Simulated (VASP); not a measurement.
Here is a VASP 6.6.1 calculation.

INCAR

```
SYSTEM = TaO3
ALGO = Normal ; EDIFF = 1E-7
ENCUT = 520 ; GGA = PS
ISIF = 2 ; ISMEAR = 0
ISPIN = 2 ; LASPH = .True.
LCHARG = .True. ; LELF = .True.
LMAXMIX = 4 ; LORBIT = 11
LREAL = .False. ; LVHAR = .True.
LWAVE = .False. ; MAGMOM = 0 0.19 0.19 0.19
NBANDS = 26 ; NELM = 150
PREC = Accurate ; SIGMA = 0.15
```

Contents of KPOINTS:

```
k-points
0
Gamma
  12 12 12
  0 0 0
```

The input POSCAR:

```
TaO3
1.0
    4.0428415669      0.0000000000      0.0000000000
    0.0000000000      4.0428415669      0.0000000000
    0.0000000000      0.0000000000      3.6911143505
Ta O
1 3
Direct
    0.5000000000      0.5000000000      0.5000000000
    0.0000000000      0.5000000000      0.5000000000
    0.5000000000      0.5000000000      0.0000000000
    0.5000000000      0.0000000000      0.5000000000
```

Potentials or basis: VASP PAW PBE potentials, release 64 (Ta_pv, O).

Launch:

```console
$ cat potpaw_PBE.64/Ta_pv/POTCAR potpaw_PBE.64/O/POTCAR > POTCAR
$ mpirun -np 1 vasp_std > vasp.out
```

Question: Predict the pressure.

Answer: 5.2 GPa.

Question: What does it give for the net moment?

Answer: 0.98 μB per cell.

Question: What does it give for the site moments?

Answer: Ta -0.10; O +0.36, +0.19 (each value once) μB.

Stress tensor (GPa, compression positive):
```
-10.47   0.00   0.00
  0.00 -10.47   0.00
  0.00   0.00  36.67
```

Caveat: the cell stands under pressure; the PAW data sets were made with another functional, which shifts forces and pressure a little.
